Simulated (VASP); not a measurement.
BePd, 2 atoms in the cell. The structure is trigonal, space group R-3m (No. 166). The conventional cell has a = 4.076 Å, b = 4.076 Å, c = 4.642 Å, α = 90.00°, β = 90.00°, γ = 120.00°. Within 3.1 Å of Be (site symmetry -3m) lie 8 Pd at 2.32 to 2.48 Å and 6 Be at 2.82 Å. Within 3.1 Å of Pd (site symmetry -3m) lie 8 Be at 2.32 to 2.48 Å and 6 Pd at 2.82 Å.  This cell differs from its parent crystal: ratio of the length along [111] to the lengths across it x 0.93, volume and fractional coordinates fixed.

- Program: VASP 6.6.1
- Task: single point
- Functional: r2SCAN
- Potentials or basis: VASP PAW PBE potentials, release 64 (Be, Pd)
- Cutoff: 520 eV
- k mesh: 18 × 18 × 18
- Occupations: gaussian, width 0.15 eV
- Spin: no spin polarisation
- Dipole correction: no
- Further INCAR settings: ALGO = Normal; EDIFF = 1e-06; NBANDS = 13

Potentials or basis: VASP PAW PBE potentials, release 64 (Be, Pd).

Run with:

```sh
$ cat potpaw_PBE.64/Be/POTCAR potpaw_PBE.64/Pd/POTCAR > POTCAR
$ cp INCAR.step1 INCAR
$ mpirun -np 1 vasp_std > vasp.out
$ cp INCAR.step2 INCAR
$ mpirun -np 1 vasp_std > vasp.out
```

Hardware: 1 thread of AMD EPYC 7R43 64-Core Processor (Zen 3), on a shared host.

Question: How long does it take, and how much memory?

Answer: Wall time 8.1 min on 1 thread of AMD EPYC 7R43 64-Core Processor (Zen 3), with other jobs on the host, peak memory 0.26 GiB. Counts: k points 580.
